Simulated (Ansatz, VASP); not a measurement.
# One calculation of Se, two programs

```xyz
4
Lattice="2.2384 -5.1413 0.0000 2.2384 5.1413 0.0000 0.0000 0.0000 4.9100" Properties=species:S:1:pos:R:3 pbc="T T T"
Se    2.2384    4.0615   -0.0003
Se    2.2384   -1.0798    2.4553
Se    2.2384   -4.0615    4.9103
Se    2.2384    1.0798    2.4546
```

Alike in both runs: functional r2SCAN; k mesh 4 × 4 × 4; occupations gaussian, width 0.1 eV; no spin polarisation.

Ansatz relaxed the structure, and its values are those at the end. VASP's run is a single point on that final structure, the one shown.

|  | VASP | Ansatz |
| --- | --- | --- |
| version | VASP 6.6.1 | Ansatz 0.2.0 |
| potentials or method | VASP PAW PBE potentials, release 64 (Se), cutoff 520 eV | scalar-relativistic, plane waves, PAW |
| valence electrons in the cell | 24 | 64 |

|  | VASP | Ansatz | Ansatz less VASP |
| --- | --- | --- | --- |
| gap on the k mesh at the Fermi level (eV) | none | none | - |
| pressure (GPa) | 0.0 | 0.0 | +0.03 |
| rms of the force components (eV/Å) | 0.012 | 0.009 | -0.0024 |

VASP's potentials were made for PBE, not for r2SCAN. A gap of «none» marks a metal or a gap that the smearing closes. VASP's potentials hold 24 valence electrons a cell and Ansatz's 64, so a difference there can come from the potentials and not from the codes.

The k mesh is coarse, so the values compare programs but aren't converged.
